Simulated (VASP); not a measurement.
SrTiO3:

```xyz
5
Lattice="3.9127 0.0000 0.0000 0.0000 3.9127 0.0000 0.0000 0.0000 3.9127" Properties=species:S:1:pos:R:3 pbc="T T T"
Sr    0.0000    0.0000    0.0000
Ti    1.9564    1.9564    1.9564
O     1.9564    0.0000    1.9564
O     1.9564    1.9564    0.0000
O     0.0000    1.9564    1.9564
```

```yaml
Program: VASP 6.6.1
Task: relaxation of cell and atoms
Functional: PBE
Potentials_or_basis: VASP PAW PBE potentials, release 64 (Sr_sv, Ti_sv, O)
Cutoff: 600 eV
k_mesh: 8 × 8 × 8
Occupations: gaussian, width 0.02 eV
Spin: no spin polarisation
```

At the start: pressure 3.7 GPa; volume 11.98 Å³/atom.

Question: Where does the relaxation end?

Answer: Over 3 steps the energy falls by 2.8 meV/atom and the volume is 12.23 Å³/atom (+2.1 %); space group Pm-3m (No. 221, to 0.1 Å) before and after.

Step by step:
| step | energy change (eV) | largest force (eV/Å) | pressure (GPa) | volume (Å³) |
| --- | --- | --- | --- | --- |
| 1 | 0.0000 | 0.0000 | 3.67 | 59.90 |
| 2 | -0.0031 | 0.0000 | -3.02 | 62.31 |
| 3 | -0.0142 | 0.0000 | -0.01 | 61.16 |

Final structure:
```yaml
crystal:
  lattice:
    - [3.94000, 0.00000, 0.00000]
    - [0.00000, 3.94000, 0.00000]
    - [0.00000, 0.00000, 3.94000]
  atoms:
    - { symbol: Sr, position: [0.00000, 0.00000, 0.00000] }
    - { symbol: Ti, position: [0.50000, 0.50000, 0.50000] }
    - { symbol: O, position: [0.50000, 0.00000, 0.50000] }
    - { symbol: O, position: [0.50000, 0.50000, 0.00000] }
    - { symbol: O, position: [0.00000, 0.50000, 0.50000] }
```
